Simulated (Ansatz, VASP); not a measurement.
**One calculation of SiNi3, two programs**

The input INCAR:

```
SYSTEM = SiNi3
PREC = Accurate
ENCUT = 520
EDIFF = 1E-7
ISMEAR = 0
SIGMA = 0.15
LREAL = .FALSE.
LASPH = .TRUE.
NELM = 100
ALGO = Fast
ISIF = 2
LWAVE = .FALSE.
LCHARG = .TRUE.
GGA = PS
LELF = .TRUE.
LVHAR = .TRUE.
NBANDS = 25
```

The input KPOINTS:

```
Automatic mesh
0
G
  16 16 16
  0 0 0
```

POSCAR

```
SiNi3
1.0
    3.6539235749      0.0000000000      0.0000000000
    0.0000000000      3.6539235749      0.0000000000
    0.0000000000      0.0000000000      3.1058350387
Si Ni
1 3
Direct
    0.0000000000      0.0000000000      0.0000000000
    0.0000000000      0.5000000000      0.5000000000
    0.5000000000      0.0000000000      0.5000000000
    0.5000000000      0.5000000000      0.0000000000
```

Input for Ansatz:

```yaml
crystal:
  lattice:
    - [3.6539235749, 0.0, 0.0]
    - [0.0, 3.6539235749, 0.0]
    - [0.0, 0.0, 3.1058350387]
  atoms:
    - { symbol: Si, position: [0.0, 0.0, 0.0] }
    - { symbol: Ni, position: [0.0, 0.5, 0.5] }
    - { symbol: Ni, position: [0.5, 0.0, 0.5] }
    - { symbol: Ni, position: [0.5, 0.5, 0.0] }
basis:
  ecutwfc: 420
kpoints:
  mp_grid: { grid: [16, 16, 16] }
hamiltonian:
  xc: pbesol
scf:
  occupations: { method: gaussian, width: 0.15 }
output:
  forces: true
  stress: true
  eigenvalues: true
```

Alike in both runs: task single point; functional PBEsol; k mesh 16 × 16 × 16; occupations gaussian, width 0.15 eV; no spin polarisation.

|  | VASP | Ansatz |
| --- | --- | --- |
| version | VASP 6.6.1 | Ansatz 0.2.0 |
| potentials or method | VASP PAW PBE potentials, release 64 (Si, Ni), cutoff 520 eV | scalar-relativistic, plane waves, PAW |
| valence electrons in the cell | 34 | 58 |

|  | VASP | Ansatz | Ansatz less VASP |
| --- | --- | --- | --- |
| gap on the k mesh at the Fermi level (eV) | none | none | - |
| pressure (GPa) | 1.7 | 1.6 | -0.08 |
| traceless stress, the component that is largest in VASP (GPa) | 10.66 | 10.90 | +0.239 |

VASP's potentials were made for PBE, not for PBEsol. A gap of «none» marks a metal or a gap that the smearing closes. VASP's potentials hold 34 valence electrons a cell and Ansatz's 58, so a difference there can come from the potentials and not from the codes.
